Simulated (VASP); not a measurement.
# BN (P6_3mc) in VASP: further runs

The runs below take BN through single point, with HSE06, PBE.

All numbers are computed with VASP 6.6.1; they aren't measurements. Logs are shortened: lines on timing, memory, paths and dates and some standing lists are left out, and cuts for length are marked.

### Step 1. The cell of the first run

It takes space group P6_3mc (No. 186, hexagonal). Conventional cell: a = 2.544 Å, b = 2.544 Å, c = 4.124 Å, α = 90.00°, β = 90.00°, γ = 120.00°. Within 2.1 Å of B (site symmetry 3m) lie 4 N at 1.55 to 1.56 Å. N (site symmetry 3m) has 4 B at 1.55 to 1.56 Å within 2.1 Å.

### Step 2. Single point, HSE06 (uniaxial z strain -2.0%)

Input file POSCAR:

```
BN
1.0
    2.5439499996      0.0000000000      0.0000000000
   -1.2719749998      2.2031253256      0.0000000000
    0.0000000000      0.0000000000      4.1236590347
B N
2 2
Direct
    0.3333333333      0.6666666667      0.0001020310
    0.6666666667      0.3333333333      0.5001020310
    0.3333333333      0.6666666667      0.3748979690
    0.6666666667      0.3333333333      0.8748979690
```

Input file INCAR.step1:

```
  ALGO = Normal
  EDIFF = 1E-5
  ENCUT = 520
  GGA = PE
  ISIF = 2
  ISMEAR = 0
  LASPH = True
  LREAL = False
  LWAVE = True
  NBANDS = 16
  NELM = 60
  PREC = Accurate
  SIGMA = 0.01
```

Input file INCAR.step2:

```
  ALGO = Normal
  EDIFF = 1E-6
  ENCUT = 520
  GGA = PE
  HFSCREEN = 0.2079
  ISIF = 2
  ISMEAR = 0
  ISTART = 1
  LASPH = True
  LCHARG = True
  LELF = True
  LHFCALC = True
  LREAL = False
  LVHAR = True
  LWAVE = False
  NBANDS = 16
  NELM = 60
  PREC = Accurate
  PRECFOCK = Normal
  SIGMA = 0.01
```

Input file KPOINTS:

```
k-points
0
Gamma
  9 9 4
```

Potentials or basis: VASP PAW PBE potentials, release 64 (B, N).

Launch:

```bash
cat potpaw_PBE.64/B/POTCAR potpaw_PBE.64/N/POTCAR > POTCAR
cp INCAR.step1 INCAR
mpirun -np 1 vasp_std > vasp.out
cp INCAR.step2 INCAR
mpirun -np 1 vasp_std > vasp.out
```

OUTCAR:

```text
EDIFF = 1E-6
   ENCUT = 520
   GGA = PE
   HFSCREEN = 0.2079
   ISIF = 2
   ISMEAR = 0
   ISTART = 1
   LASPH = True
   LHFCALC = True
   LREAL = False
   NELM = 60
   PREC = Accurate
   PRECFOCK = Normal

 ion  position               nearest neighbor table
   1  0.333  0.667  0.000-   3 1.55   4 1.56   4 1.56   4 1.56
   2  0.667  0.333  0.500-   4 1.55   3 1.56   3 1.56   3 1.56
   3  0.333  0.667  0.375-   1 1.55   2 1.56   2 1.56   2 1.56
   4  0.667  0.333  0.875-   2 1.55   1 1.56   1 1.56   1 1.56

  LATTYP: Found a hexagonal cell.
 ALAT       =     2.5439499996
 C/A-ratio  =     1.6209670140

  Lattice vectors:

 A1 = (   2.5439499996,   0.0000000000,   0.0000000000)
 A2 = (  -1.2719749998,   2.2031253256,   0.0000000000)
 A3 = (   0.0000000000,   0.0000000000,   4.1236590347)

Analysis of symmetry for initial positions (statically):
=====================================================================
 Subroutine PRICEL returns:
 Original cell was already a primitive cell.

 Routine SETGRP: Setting up the symmetry group for a
 hexagonal supercell.

 Subroutine GETGRP returns: Found 12 space group operations
 (whereof  6 operations were pure point group operations)
 out of a pool of 24 trial point group operations.

The static configuration has the point symmetry C_3v.
 The point group associated with its full space group is C_6v.

Analysis of symmetry for dynamics (positions and initial velocities):
=====================================================================
 Subroutine PRICEL returns:
 Original cell was already a primitive cell.

 Routine SETGRP: Setting up the symmetry group for a
 hexagonal supercell.

 Subroutine GETGRP returns: Found 12 space group operations
 (whereof  6 operations were pure point group operations)
 out of a pool of 24 trial point group operations.

The dynamic configuration has the point symmetry C_3v.
 The point group associated with its full space group is C_6v.

 Subroutine INISYM returns: Found 12 space group operations
 (whereof  6 operations are pure point group operations),
 and found     1 'primitive' translations

----------------------------------------------------------------------------------------

                                     Primitive cell

  volume of cell :      23.1116

  direct lattice vectors                    reciprocal lattice vectors
     2.543950000  0.000000000  0.000000000     0.393089487  0.226950321  0.000000000
    -1.271975000  2.203125326  0.000000000     0.000000000  0.453900642  0.000000000
     0.000000000  0.000000000  4.123659035     0.000000000  0.000000000  0.242503076

  length of vectors
     2.543950000  2.543950000  4.123659035     0.453900642  0.453900642  0.242503076

  position of ions in fractional coordinates (direct lattice)
     0.333333333  0.666666667  0.000102031
     0.666666667  0.333333333  0.500102031
     0.333333333  0.666666667  0.374897969
     0.666666667  0.333333333  0.874897969

  ion indices of the primitive-cell ions
   primitive index   ion index
                 1           1
                 2           2
                 3           3
                 4           4

----------------------------------------------------------------------------------------

 KPOINTS: k-points

Automatic generation of k-mesh.
 Grid dimensions read from file:
 generate k-points for:    9    9    4

 Generating k-lattice:

  Cartesian coordinates                     Fractional coordinates (reciprocal lattice)
     0.043676610  0.025216702  0.000000000     0.111111111  0.000000000  0.000000000
     0.000000000  0.050433405  0.000000000     0.000000000  0.111111111  0.000000000
     0.000000000  0.000000000  0.060625769     0.000000000  0.000000000  0.250000000

  Length of vectors
     0.050433405  0.050433405  0.060625769

  Shift w.r.t. Gamma in fractional coordinates (k-lattice)
     0.000000000  0.000000000  0.000000000

 Subroutine IBZKPT returns following result:
 ===========================================

 Found     36 irreducible k-points:

 Following reciprocal coordinates:
            Coordinates               Weight
  0.000000  0.000000  0.000000      1.000000
  0.111111  0.000000  0.000000      6.000000
  0.222222  0.000000  0.000000      6.000000
  0.333333 -0.000000  0.000000      6.000000
  0.444444  0.000000  0.000000      6.000000
  0.111111  0.111111  0.000000      6.000000
[... 16 lines left out ...]
  0.333333  0.222222  0.250000     24.000000
  0.333333  0.333333  0.250000      4.000000
 [... further k-points ...]
   k-points           NKPTS =     36   k-points in BZ     NKDIM =    324   number of bands    NBANDS=     16
   number of dos      NEDOS =    301   number of ions     NIONS =      4
   total plane-waves  NPLWV =  12800
   dimension x,y,z NGX =    20 NGY =   20 NGZ =   32
   dimension x,y,z NGXF=    40 NGYF=   40 NGZF=   64
   ions per type =               2   2
   NGX,Y,Z   is equivalent  to a cutoff of  13.07, 13.07, 12.90 a.u.
   NGXF,Y,Z  is equivalent  to a cutoff of  26.14, 26.14, 25.80 a.u.
 SYSTEM =  unknown system
   PREC   = accura    normal or accurate (medium, high low for compatibility)
   ISTART =      1    job   : 0-new  1-cont  2-samecut
   ICHARG =      0    charge: 1-file 2-atom 10-const
   ISPIN  =      1    spin polarized calculation?
   LNONCOLLINEAR =      F non collinear calculations
   LSORBIT =      F    spin-orbit coupling
   LASPH  =      T    aspherical Exc in radial PAW
   ENCUT  =  520.0 eV  38.22 Ry    6.18 a.u.   4.73  4.73  7.67*2*pi/ulx,y,z
   NELM   =     60;   NELMIN=  2; NELMDL=  0     # of ELM steps
   EDIFF  = 0.1E-05   stopping-criterion for ELM
   LREAL  =      F    real-space projection
   EDIFFG = 0.1E-04   stopping-criterion for IOM
   NSW    =      0    number of steps for IOM
   IBRION =     -1    ionic relax: 0-MD 1-quasi-New 2-CG
   NFREE  =      0    steps in history (QN), initial steepest desc. (CG)
   ISIF   =      2    stress and relaxation
   ISYM   =      3    0-nonsym 1-usesym 2-fastsym
   POTIM  = 0.5000    time-step for ionic-motion
   TEBEG  =    0.0;   TEEND  =   0.0 temperature during run
   PSTRESS=    0.0 pullay stress
   NELECT =      16.0000    total number of electrons
   NUPDOWN=      -1.0000    fix difference up-down
   EMIN   =  10.00;   EMAX   =-10.00  energy-range for DOS
   EFERMI =   0.00;   METHOD = LEGACY
   ISMEAR =     0;   SIGMA  =   0.01  broadening in eV -4-tet -1-fermi 0-gaus
   EFERMI_NEDOS =   21; number of points for ismear=-14 and -15
   IALGO  =     38    algorithm
   IMIX   =      1    mixing-type and parameters
     AMIX     =   0.40;   BMIX     =  1.00
     AMIX_MAG =   1.60;   BMIX_MAG =  1.00
  volume/ion in A,a.u.               =       5.78        38.99
  Fermi-wavevector in a.u.,A,eV,Ry     =   1.448231  2.736761 28.536512  2.097374
  Thomas-Fermi vector in A             =   2.566096
   LORBIT       =      0    0 simple, 1 ext, 2 COOP (PROOUT), +10 PAW based schemes
   GGA     = PE    functional components
   LHFCALC =     T    Hartree Fock is set to
   PRECFOCK=normal    Normal, Fast or Accurate (Low or Medium for compatibility)
   ENCUT4O =  -1.0   cutoff for four orbital integrals eV
   NKREDX  =     1    reduce k-point grid by
   NKREDY  =     1    reduce k-point grid by
   NKREDZ  =     1    reduce k-point grid by
   AEXX    =    0.2500 exact exchange contribution
   HFSCREEN=    0.2079 screening length (either q_TF or 0.3 A-1)
   HFSCREENC=   0.2079 screening length for correlation (either q_TF or 0.3 A-1)
   ENCUTFOCK=  -1.0 apply spherical cutoff to Coloumb kernel
   IVDW    =     0    specifies the selected vdW correction
   LEPSILON=     F    determine dielectric tensor
   LRPA    =     F    only Hartree local field effects (RPA)
 non-spin polarized calculation
 Gauss-broadening in eV      SIGMA  =   0.01
  energy-cutoff  :      520.00
  volume of cell :       23.11
 maximum number of plane-waves:       640
 NGX is ok and might be reduce to    20
  NGX = 16; NGY = 16; NGZ = 24

 number of electron      16.0000002 magnetization

 Free energy of the ion-electron system (eV)
  ---------------------------------------------------
  ext. energy  EPLUGINS =         0.00000000
  ---------------------------------------------------
  free energy    TOTEN  =       -40.56010256 eV

  energy without entropy =      -40.56010256  energy(sigma->0) =      -40.56010256

 E-fermi :   7.1059     XC(G=0): -10.5614

 val. band max:        6.9728911035   @ k =   0.0000   0.0000   0.0000
 cond. band min:      13.5368352737   @ k =   0.3333   0.3333   0.0000
 fundamental gap:      6.5639441702
 Fermi energy:         7.1058900137

 k-point     1 :       0.0000    0.0000    0.0000
  band No.  band energies     occupation
      1     -15.5775      2.00000
      2     -10.8190      2.00000
      3      -5.0634      2.00000
      4       4.4599      2.00000
      5       4.4599      2.00000
      6       6.7531      2.00000
[... 8 lines left out ...]
     15      20.9917      0.00000
     16      26.0240      0.00000

 k-point     2 :       0.1111    0.0000    0.0000
  band No.  band energies     occupation
      1     -15.2878      2.00000
      2     -10.6028      2.00000
      3      -4.7739      2.00000
      4       3.1857      2.00000
      5       3.9411      2.00000
      6       5.9125      2.00000
[... 8 lines left out ...]
     15      21.8334      0.00000
     16      25.4003      0.00000

 k-point     3 :       0.2222    0.0000    0.0000
  band No.  band energies     occupation
      1     -14.4358      2.00000
      2     -10.0197      2.00000
      3      -3.9271      2.00000
      4       0.4682      2.00000
      5       2.8817      2.00000
      6       3.5533      2.00000
[... 8 lines left out ...]
     15      23.8462      0.00000
     16      24.3513      0.00000

 k-point     4 :       0.3333   -0.0000    0.0000
  band No.  band energies     occupation
      1     -13.0950      2.00000
      2      -9.3779      2.00000
      3      -2.6277      2.00000
      4      -2.1318      2.00000
      5       0.9677      2.00000
      6       1.9311      2.00000
[... 8 lines left out ...]
     15      25.7735      0.00000
     16      26.0560      0.00000

 k-point     5 :       0.4444    0.0000    0.0000
  band No.  band energies     occupation
      1     -11.5517      2.00000
      2      -9.4644      2.00000
      3      -3.3901      2.00000
      4      -1.3494      2.00000
      5      -0.8464      2.00000
      6       1.4008      2.00000
[... 8 lines left out ...]
     15      25.7989      0.00000
     16      27.4991      0.00000

 k-point     6 :       0.1111    0.1111    0.0000
  band No.  band energies     occupation
      1     -14.7164      2.00000
      2     -10.2004      2.00000
      3      -4.2049      2.00000
      4       1.5412      2.00000
      5       2.6190      2.00000
      6       4.6351      2.00000
[... 8 lines left out ...]
     15      23.5624      0.00000
     16      24.7607      0.00000
[... 267 lines left out ...]
 k-point    21 :       0.4444    0.1111    0.2500
  band No.  band energies     occupation
      1     -10.7403      2.00000
      2      -9.7014      2.00000
      3      -4.0029      2.00000
      4      -2.5813      2.00000
      5       0.3658      2.00000
      6       1.5534      2.00000
[... 8 lines left out ...]
     15      25.8689      0.00000
     16      27.1517      0.00000

 k-point    22 :       0.2222    0.2222    0.2500
  band No.  band energies     occupation
      1     -11.9873      2.00000
      2      -9.7656      2.00000
      3      -2.5615      2.00000
      4      -1.2477      2.00000
      5       0.4773      2.00000
      6       0.5232      2.00000
[... 8 lines left out ...]
     15      24.6365      0.00000
     16      25.5988      0.00000

 k-point    23 :       0.3333    0.2222    0.2500
  band No.  band energies     occupation
      1     -10.6358      2.00000
      2      -9.4623      2.00000
      3      -3.2688      2.00000
      4      -2.1706      2.00000
      5      -0.9932      2.00000
      6       1.1523      2.00000
[... 8 lines left out ...]
     15      25.2842      0.00000
     16      26.2740      0.00000

 k-point    24 :       0.3333    0.3333    0.2500
  band No.  band energies     occupation
      1      -9.7287      2.00000
      2      -9.7287      2.00000
      3      -2.7835      2.00000
      4      -2.1758      2.00000
      5      -2.1758      2.00000
      6       0.2053      2.00000
[... 8 lines left out ...]
     15      26.0983      0.00000
     16      26.0983      0.00000

 [... further k-points ...]
[... 5 lines left out ...]
  --------------------------------------------------------------------------------------
  -------------------------------------------------------------------------------------
  Total       -0.3619513     -0.3619513      2.6873191      0.0000000      0.0000000      0.0000000
  in kB      -25.0917072    -25.0917072    186.2941859      0.0000000      0.0000000      0.0000000
  external PRESSURE =      45.3702572 kB  Pullay stress =       0.0000000 kB

 VOLUME and BASIS-vectors are now :
 -----------------------------------------------------------------------------
  energy-cutoff  :      520.00
  volume of cell :       23.11
      direct lattice vectors                 reciprocal lattice vectors
     2.543950000  0.000000000  0.000000000     0.393089487  0.226950321  0.000000000
    -1.271975000  2.203125326  0.000000000     0.000000000  0.453900642  0.000000000
     0.000000000  0.000000000  4.123659035     0.000000000  0.000000000  0.242503076

 POSITION                                       TOTAL-FORCE (eV/Angst)
 -----------------------------------------------------------------------------------
     -0.00000      1.46875      0.00042         0.000000      0.000000     -0.032515
      1.27197      0.73438      2.06225        -0.000000      0.000000     -0.032515
     -0.00000      1.46875      1.54595        -0.000000     -0.000000      0.032515
      1.27197      0.73438      3.60778         0.000000     -0.000000      0.032515
 -----------------------------------------------------------------------------------
    total drift:                                0.000000     -0.000000     -0.000067

  FREE ENERGIE OF THE ION-ELECTRON SYSTEM (eV)
  ---------------------------------------------------
  free  energy   TOTEN  =       -40.5601025602 eV

  energy  without entropy=      -40.5601025602  energy(sigma->0) =      -40.56010256
```

It took 34 min on 1 thread of Intel Xeon Platinum 8488C (Sapphire Rapids), shared host; peak memory 0.24 GiB.

What came out:

```yaml
Free_energy: -40.5601 eV
Pressure: 4.5 GPa
Largest_force: 0.033 eV/Å
Band_gap_on_the_k_mesh: 6.56 eV (least direct gap 9.91 eV)
```

Forces in eV/Å, atoms in the order of the input:
```
B    0.000  0.000 -0.033
B    0.000  0.000 -0.033
N    0.000  0.000  0.033
N    0.000  0.000  0.033
```

Stress tensor (GPa, compression positive):
```
-2.51  0.00  0.00
 0.00 -2.51  0.00
 0.00  0.00 18.63
```

Levels at points of the mesh, in eV from the valence-band top:
```tsv
k point	band 5	band 6	band 7	band 8	band 9	band 10	band 11	band 12
(0.00, 0.00, 0.00)	-2.51	-0.22	0.00	0.00	9.98	9.98	11.08	11.14
(0.00, 0.00, 0.50)	-1.40	-1.40	-1.40	-1.40	11.13	11.13	11.71	11.71
```

Caveat: the cell differs from its parent crystal (uniaxial z strain -2.0%); the cell stands under pressure; the PAW data sets were made with another functional, which shifts forces and pressure a little; an odd mesh through Γ misses points on the zone boundary, where band edges can lie.

### Step 3. Single point, PBE (uniaxial z strain -2.0%)

Input file INCAR:

```
PREC = Accurate
ENCUT = 520
EDIFF = 1E-6
ISMEAR = -1
SIGMA = 0.02
LREAL = F
LASPH = T
NELM = 60
ALGO = Normal
ISIF = 2
LWAVE = F
LCHARG = T
GGA = PE
LELF = T
LVHAR = T
NBANDS = 16
```

Input file KPOINTS:

```
Automatic mesh
0
Gamma
  12 12 6
```

POSCAR is that of step 2.

Potentials or basis: VASP PAW PBE potentials, release 64 (B, N).

Launch:

```bash
cat potpaw_PBE.64/B/POTCAR potpaw_PBE.64/N/POTCAR > POTCAR
mpirun -np 1 vasp_std > vasp.out
```

It took 26 s on 1 thread of Intel Xeon 8259CL, shared host; peak memory 0.14 GiB.

The run converged. Its results:

```
Free energy            : -34.7801 eV
Pressure               : 13.4 GPa
Largest force          : 0.024 eV/Å
Band gap on the k mesh : 5.24 eV (least direct gap 8.27 eV)
```

Forces in eV/Å, atoms in the order of the input:
```
B    0.000  0.000 -0.024
B    0.000  0.000 -0.024
N    0.000  0.000  0.024
N    0.000  0.000  0.024
```

Stress tensor (GPa, compression positive):
```
 6.44  0.00  0.00
 0.00  6.44  0.00
 0.00  0.00 27.47
```

Levels at points of the mesh, in eV from the valence-band top:
```
           k point  band 4  band 5  band 6  band 7  band 8  band 9  band 10  band 11  band 12  band 13
(0.00, 0.00, 0.00)   -2.33   -2.33   -0.20    0.00    0.00    8.28     8.28     9.37     9.41    10.95
(0.50, 0.00, 0.00)   -7.75   -7.06   -5.21   -4.55   -2.08    6.60     8.19    10.61    11.64    13.75
(0.00, 0.00, 0.50)   -5.61   -1.29   -1.29   -1.29   -1.29    9.44     9.44     9.93     9.93     9.93
(0.50, 0.00, 0.50)  -10.19   -3.90   -3.90   -3.53   -3.53    6.73     6.73    10.33    10.33    14.51
```

Caveat: the cell differs from its parent crystal (uniaxial z strain -2.0%); the cell stands under pressure.

### Step 4. Single point, PBE (uniaxial z strain -1.0%)

Input file INCAR:

```
PREC = Accurate ; ENCUT = 520
EDIFF = 1E-6 ; ISMEAR = -1
SIGMA = 0.02 ; LREAL = F
LASPH = T ; NELM = 80
ALGO = Normal ; ISIF = 2
LWAVE = F ; LCHARG = F
GGA = PE ; NBANDS = 16
```

KPOINTS is that of step 3.

Input file POSCAR:

```
BN
1.0
    2.5439499996      0.0000000000      0.0000000000
   -1.2719749998      2.2031253256      0.0000000000
    0.0000000000      0.0000000000      4.1657371881
B N
2 2
Direct
    0.3333333333      0.6666666667      0.0002034650
    0.6666666667      0.3333333333      0.5002034650
    0.3333333333      0.6666666667      0.3747965350
    0.6666666667      0.3333333333      0.8747965350
```

Launch:

```bash
cat potpaw_PBE.64/B/POTCAR potpaw_PBE.64/N/POTCAR > POTCAR
mpirun -np 1 vasp_std > vasp.out
```

Run time: 30 s. Hardware: 1 thread of Intel Xeon 8259CL, shared host; peak memory 0.14 GiB.

Results (log left out):

```
Free energy            : -34.8122 eV
Pressure               : 9.0 GPa
Largest force          : 0.007 eV/Å
Band gap on the k mesh : 5.21 eV (least direct gap 8.29 eV)
```

Forces on the atoms (eV/Å):
```
B    0.000  0.000 -0.007
B    0.000  0.000 -0.007
N    0.000  0.000  0.007
N    0.000  0.000  0.007
```

Stress tensor (GPa, compression positive):
```
 5.68  0.00  0.00
 0.00  5.68  0.00
 0.00  0.00 15.77
```

Levels at points of the mesh, in eV from the valence-band top:
```csv
k point,band 6,band 7,band 8,band 9,band 10,band 11
"(0.00, 0.00, 0.00)",-0.24,0.00,0.00,8.33,8.33,9.00
"(0.50, 0.00, 0.00)",-5.10,-4.49,-2.10,6.66,8.08,10.61
"(0.00, 0.00, 0.50)",-1.24,-1.24,-1.24,9.48,9.48,9.93
"(0.50, 0.00, 0.50)",-3.84,-3.56,-3.56,6.67,6.67,10.19
```

Caveat: the cell differs from its parent crystal (uniaxial z strain -1.0%); the cell stands under pressure.

[end of part 1 of 2]
